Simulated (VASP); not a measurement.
# Ho2O (P4/mmm) in VASP: relaxation of cell and atoms with PBE

Aim: the relaxation of cell and atoms of Ho2O with PBE.

Everything below comes from runs of VASP 6.6.1. Logs are shortened: lines on timing, memory, paths and dates and some standing lists are left out, and cuts for length are marked.

## Step 1: The cell of the first run

The structure is tetragonal, space group P4/mmm (No. 123). Conventional cell: a = 3.347 Å, b = 3.347 Å, c = 5.115 Å, α = 90.00°, β = 90.00°, γ = 90.00°. Ho (site symmetry 4/mmm) has 4 O at 2.37 Å within 3.1 Å. Ho (site symmetry 4/mmm) has 2 O at 2.56 Å and 12 Ho at 3.35 to 3.48 Å within 3.5 Å. O (site symmetry 4/mmm) has 6 Ho at 2.37 to 2.56 Å within 3.1 Å.

The cell was generated, and may not be a known phase.

## Step 2: Relaxation of cell and atoms, PBE

Input file INCAR:

```
PREC = Accurate
ENCUT = 600
EDIFF = 1E-7
ISMEAR = 0
SIGMA = 0.1
LREAL = F
LASPH = T
NELM = 200
ALGO = Normal
ISIF = 3
LWAVE = F
LCHARG = F
GGA = PE
IBRION = 2
NSW = 100
EDIFFG = -0.01
GGA_COMPAT = F
NELMIN = 4
LMAXMIX = 6
```

Input file KPOINTS:

```
regular mesh
0
Gamma
  10 10 8
```

Input file POSCAR:

```
Ho2O
1.0
    3.3471285482      0.0000000000      0.0000000000
    0.0000000000      3.3471285482      0.0000000000
    0.0000000000      0.0000000000      5.1146780556
Ho O
2 1
Direct
    0.5000000000      0.5000000000      0.0000000000
    0.0000000000      0.0000000000      0.5000000000
    0.0000000000      0.0000000000      0.0000000000
```

Potentials or basis: VASP PAW PBE potentials, release 64 (Ho_3, O), 4f in core.

On the command line:

```
$ cat potpaw_PBE.64/Ho_3/POTCAR potpaw_PBE.64/O/POTCAR > POTCAR
$ mpirun -np 1 vasp_std > vasp.out
```

OUTCAR:

```text
PREC = Accurate
   ENCUT = 600
   EDIFF = 1E-7
   ISMEAR = 0
   LREAL = F
   LASPH = T
   NELM = 200
   ISIF = 3
   GGA = PE
   IBRION = 2
   NSW = 100
   EDIFFG = -0.01
   NELMIN = 4

 ion  position               nearest neighbor table
   1  0.500  0.500  0.000-   3 2.37   3 2.37   3 2.37   3 2.37   2 3.48   2 3.48   2 3.48   2 3.48
                             2 3.48   2 3.48   2 3.48   2 3.48
   2  0.000  0.000  0.500-   3 2.56   3 2.56   1 3.48   1 3.48   1 3.48   1 3.48   1 3.48   1 3.48
                             1 3.48   1 3.48
   3  0.000  0.000  0.000-   1 2.37   1 2.37   1 2.37   1 2.37   2 2.56   2 2.56

  LATTYP: Found a simple tetragonal cell.
 ALAT       =     3.3471285482
 C/A-ratio  =     1.5280793617

  Lattice vectors:

 A1 = (   3.3471285482,   0.0000000000,   0.0000000000)
 A2 = (   0.0000000000,   3.3471285482,   0.0000000000)
 A3 = (   0.0000000000,   0.0000000000,   5.1146780556)

Analysis of symmetry for initial positions (statically):
=====================================================================
 Subroutine PRICEL returns:
 Original cell was already a primitive cell.

 Routine SETGRP: Setting up the symmetry group for a
 simple tetragonal supercell.

 Subroutine GETGRP returns: Found 16 space group operations
 (whereof 16 operations were pure point group operations)
 out of a pool of 16 trial point group operations.

The static configuration has the point symmetry D_4h.

Analysis of symmetry for dynamics (positions and initial velocities):
=====================================================================
 Subroutine PRICEL returns:
 Original cell was already a primitive cell.

 Routine SETGRP: Setting up the symmetry group for a
 simple tetragonal supercell.

 Subroutine GETGRP returns: Found 16 space group operations
 (whereof 16 operations were pure point group operations)
 out of a pool of 16 trial point group operations.

The dynamic configuration has the point symmetry D_4h.

 Subroutine INISYM returns: Found 16 space group operations
 (whereof 16 operations are pure point group operations),
 and found     1 'primitive' translations

----------------------------------------------------------------------------------------

                                     Primitive cell

  volume of cell :      57.3011

  direct lattice vectors                    reciprocal lattice vectors
     3.347128548  0.000000000  0.000000000     0.298763548  0.000000000  0.000000000
     0.000000000  3.347128548  0.000000000     0.000000000  0.298763548  0.000000000
     0.000000000  0.000000000  5.114678056     0.000000000  0.000000000  0.195515727

  length of vectors
     3.347128548  3.347128548  5.114678056     0.298763548  0.298763548  0.195515727

  position of ions in fractional coordinates (direct lattice)
     0.500000000  0.500000000  0.000000000
     0.000000000  0.000000000  0.500000000
     0.000000000  0.000000000  0.000000000

  ion indices of the primitive-cell ions
   primitive index   ion index
                 1           1
                 2           2
                 3           3

----------------------------------------------------------------------------------------

 KPOINTS: regular mesh

Automatic generation of k-mesh.
 Grid dimensions read from file:
 generate k-points for:   10   10    8

 Generating k-lattice:

  Cartesian coordinates                     Fractional coordinates (reciprocal lattice)
     0.029876355  0.000000000  0.000000000     0.100000000  0.000000000  0.000000000
     0.000000000  0.029876355  0.000000000     0.000000000  0.100000000  0.000000000
     0.000000000  0.000000000  0.024439466     0.000000000  0.000000000  0.125000000

  Length of vectors
     0.029876355  0.029876355  0.024439466

  Shift w.r.t. Gamma in fractional coordinates (k-lattice)
     0.000000000  0.000000000  0.000000000

 Subroutine IBZKPT returns following result:
 ===========================================

 Found    105 irreducible k-points:

 Following reciprocal coordinates:
            Coordinates               Weight
  0.000000  0.000000  0.000000      1.000000
  0.100000  0.000000  0.000000      4.000000
  0.200000  0.000000  0.000000      4.000000
  0.300000  0.000000  0.000000      4.000000
  0.400000  0.000000  0.000000      4.000000
  0.500000  0.000000  0.000000      2.000000
[... 16 lines left out ...]
  0.100000  0.000000  0.125000      8.000000
  0.200000  0.000000  0.125000      8.000000
 [... further k-points ...]
   k-points           NKPTS =    105   k-points in BZ     NKDIM =    105   number of bands    NBANDS=     16
   number of dos      NEDOS =    301   number of ions     NIONS =      3
   total plane-waves  NPLWV =  32928
   dimension x,y,z NGX =    28 NGY =   28 NGZ =   42
   dimension x,y,z NGXF=    56 NGYF=   56 NGZF=   84
   ions per type =               2   1
   NGX,Y,Z   is equivalent  to a cutoff of  13.91, 13.91, 13.65 a.u.
   NGXF,Y,Z  is equivalent  to a cutoff of  27.81, 27.81, 27.30 a.u.
 SYSTEM =  unknown system
   PREC   = accura    normal or accurate (medium, high low for compatibility)
   ISTART =      0    job   : 0-new  1-cont  2-samecut
   ICHARG =      2    charge: 1-file 2-atom 10-const
   ISPIN  =      1    spin polarized calculation?
   LNONCOLLINEAR =      F non collinear calculations
   LSORBIT =      F    spin-orbit coupling
   LASPH  =      T    aspherical Exc in radial PAW
   ENCUT  =  600.0 eV  44.10 Ry    6.64 a.u.   6.69  6.69 10.22*2*pi/ulx,y,z
   NELM   =    200;   NELMIN=  4; NELMDL= -5     # of ELM steps
   EDIFF  = 0.1E-06   stopping-criterion for ELM
   LREAL  =      F    real-space projection
   EDIFFG = -.1E-01   stopping-criterion for IOM
   NSW    =    100    number of steps for IOM
   IBRION =      2    ionic relax: 0-MD 1-quasi-New 2-CG
   NFREE  =      1    steps in history (QN), initial steepest desc. (CG)
   ISIF   =      3    stress and relaxation
   ISYM   =      2    0-nonsym 1-usesym 2-fastsym
   POTIM  = 0.5000    time-step for ionic-motion
   TEBEG  =    0.0;   TEEND  =   0.0 temperature during run
   PSTRESS=    0.0 pullay stress
   NELECT =      24.0000    total number of electrons
   NUPDOWN=      -1.0000    fix difference up-down
   EMIN   =  10.00;   EMAX   =-10.00  energy-range for DOS
   EFERMI =   0.00;   METHOD = LEGACY
   ISMEAR =     0;   SIGMA  =   0.10  broadening in eV -4-tet -1-fermi 0-gaus
   EFERMI_NEDOS =   21; number of points for ismear=-14 and -15
   IALGO  =     38    algorithm
   IMIX   =      4    mixing-type and parameters
     AMIX     =   0.40;   BMIX     =  1.00
     AMIX_MAG =   1.60;   BMIX_MAG =  1.00
  volume/ion in A,a.u.               =      19.10       128.90
  Fermi-wavevector in a.u.,A,eV,Ry     =   1.224872  2.314673 20.412993  1.500313
  Thomas-Fermi vector in A             =   2.359931
   LORBIT       =      0    0 simple, 1 ext, 2 COOP (PROOUT), +10 PAW based schemes
   GGA     = PE    functional components
   LHFCALC =     F    Hartree Fock is set to
   AEXX    =    0.0000 exact exchange contribution
   IVDW    =     0    specifies the selected vdW correction
   LEPSILON=     F    determine dielectric tensor
   LRPA    =     F    only Hartree local field effects (RPA)
 conjugate gradient relaxation of ions
 non-spin polarized calculation
 Gauss-broadening in eV      SIGMA  =   0.10
  energy-cutoff  :      600.00
  volume of cell :       57.30
 maximum number of plane-waves:      1942
 NGX is ok and might be reduce to    28
   NGX = 13   NGY = 13   NGZ = 21

--------------------------------------- Ionic step        1  -------------------------------------------

 number of electron      24.0000000 magnetization

 Free energy of the ion-electron system (eV)
  ---------------------------------------------------
  ext. energy  EPLUGINS =         0.00000000
  ---------------------------------------------------
  free energy    TOTEN  =       -19.44361783 eV

  energy without entropy =      -19.42974283  energy(sigma->0) =      -19.43668033

------------------------ aborting loop because EDIFF is reached ----------------------------------------

  FORCE on cell =-STRESS in cart. coord.  units (eV):
  Direction    XX          YY          ZZ          XY          YZ          ZX
  --------------------------------------------------------------------------------------
  -------------------------------------------------------------------------------------
  Total        0.4005329      0.4005329     -0.0905756      0.0000000     -0.0000000      0.0000000
  in kB       11.1991666     11.1991666     -2.5325548      0.0000000     -0.0000000      0.0000000
  external PRESSURE =       6.6219261 kB  Pullay stress =       0.0000000 kB
[... 92 lines left out ...]
  FREE ENERGIE OF THE ION-ELECTRON SYSTEM (eV)
  ---------------------------------------------------
  free  energy   TOTEN  =       -19.4459213320 eV

  energy  without entropy=      -19.4314483206  energy(sigma->0) =      -19.43868483

[... ionic steps 4 to 20 ...]

--------------------------------------- Ionic step       21  -------------------------------------------

 number of electron      24.0000003 magnetization

------------------------ aborting loop because EDIFF is reached ----------------------------------------
[... 69 lines left out ...]
--------------------------------------- Ionic step       23  -------------------------------------------

 number of electron      24.0000002 magnetization

 Free energy of the ion-electron system (eV)
  ---------------------------------------------------
  ext. energy  EPLUGINS =         0.00000000
  ---------------------------------------------------
  free energy    TOTEN  =       -19.49780815 eV

  energy without entropy =      -19.48345688  energy(sigma->0) =      -19.49063251

 E-fermi :   4.6094     XC(G=0): -10.8676

 val. band max:        4.6045853316   @ k =   0.4000   0.2000   0.1250
 cond. band min:       4.6170829701   @ k =   0.2000   0.2000   0.3750
 fundamental gap:      0.0124976384
 Fermi energy:         4.6094401229

 k-point     1 :       0.0000    0.0000    0.0000
  band No.  band energies     occupation
      1     -19.8274      2.00000
      2     -19.5452      2.00000
      3     -19.5452      2.00000
      4     -18.9804      2.00000
      5     -18.8266      2.00000
      6     -18.8266      2.00000
[... 433 lines left out ...]
      3     -19.5032      2.00000
      4     -19.1239      2.00000
      5     -18.9413      2.00000
      6     -18.8377      2.00000
[... 8 lines left out ...]
     15       6.9322      0.00000
     16       7.3170      0.00000

 [... further k-points ...]

------------------------ aborting loop because EDIFF is reached ----------------------------------------

  FORCE on cell =-STRESS in cart. coord.  units (eV):
  Direction    XX          YY          ZZ          XY          YZ          ZX
  --------------------------------------------------------------------------------------
  -------------------------------------------------------------------------------------
  Total       -0.0259342     -0.0259342      0.0159280      0.0000000     -0.0000000      0.0000000
  in kB       -0.7229919     -0.7229919      0.4440377      0.0000000     -0.0000000      0.0000000
  external PRESSURE =      -0.3339820 kB  Pullay stress =       0.0000000 kB
[... 18 lines left out ...]
  FREE ENERGIE OF THE ION-ELECTRON SYSTEM (eV)
  ---------------------------------------------------
  free  energy   TOTEN  =       -19.4978081476 eV

  energy  without entropy=      -19.4834568807  energy(sigma->0) =      -19.49063251

 reached required accuracy - stopping structural energy minimisation
```

Wall time 11 min (1 thread of Intel Xeon 6975P-C (Granite Rapids), shared host); peak memory 0.26 GiB.

What came out:

| Item | Value |
| --- | --- |
| Free energy | -19.4978 eV |
| Relaxed volume | 19.16 Å³/atom |
| Relaxed cell | a = 3.515 Å, b = 3.515 Å, c = 4.652 Å, α = 90.00°, β = 90.00°, γ = 90.00° |
| Space group after relaxing (to 0.1 Å) | P4/mmm (No. 123) |
| Energy gained by relaxing | 18.1 meV/atom |
| Ionic steps | 23 |
| Pressure after relaxing | 0.0 GPa |
| Band gap on the k mesh | zero (bands 12 and 13 overlap by 1.88 eV) |

Stress tensor (GPa, compression positive):
```
-0.07  0.00  0.00
 0.00 -0.07  0.00
 0.00  0.00  0.04
```

Step by step:
```
step  energy change (eV)  largest force (eV/Å)  pressure (GPa)  volume (Å³)
   1              0.0000                0.0000            0.66        57.30
   2             -0.0023                0.0000           -0.53        57.96
   3             -0.0023                0.0000           -0.42        57.89
   4             -0.0044                0.0000           -0.38        57.75
   5             -0.0119                0.0000           -0.14        57.32
   6             -0.0352                0.0000            1.11        56.39
   7              0.1038                0.0000            8.36        54.23
   8             -0.0380                0.0000            1.47        56.22
   9             -0.0357                0.0000            3.24        55.53
  10             -0.0405                0.0000            2.10        55.95
  11             -0.0405                0.0000            2.34        55.85
  12             -0.0408                0.0000            2.36        55.85
  13             -0.0415                0.0000            2.48        55.84
  14             -0.0413                0.0000            2.73        55.83
  15             -0.0417                0.0000            2.58        55.84
  16             -0.0426                0.0000            2.45        55.89
  17             -0.0450                0.0000            2.18        56.06
  18             -0.0490                0.0000            1.65        56.40
  19             -0.0536                0.0000            0.56        57.08
  20             -0.0542                0.0000            0.04        57.42
  21             -0.0542                0.0000            0.03        57.45
  22             -0.0542                0.0000           -0.05        57.48
  23             -0.0542                0.0000           -0.03        57.47
```

Final structure:
```
CELL_PARAMETERS angstrom
3.51491 0.00000 0.00000
0.00000 3.51491 0.00000
0.00000 0.00000 4.65181
ATOMIC_POSITIONS crystal
Ho 0.50000 0.50000 0.00000
Ho 0.00000 0.00000 0.50000
O 0.00000 0.00000 0.00000
```

Caveat: spin-orbit coupling is left out, which moves the levels of the heavy elements; the 4f electrons are frozen in the core, so they carry no moment and show no levels; the run has no spin polarisation, though such a crystal can be magnetic.
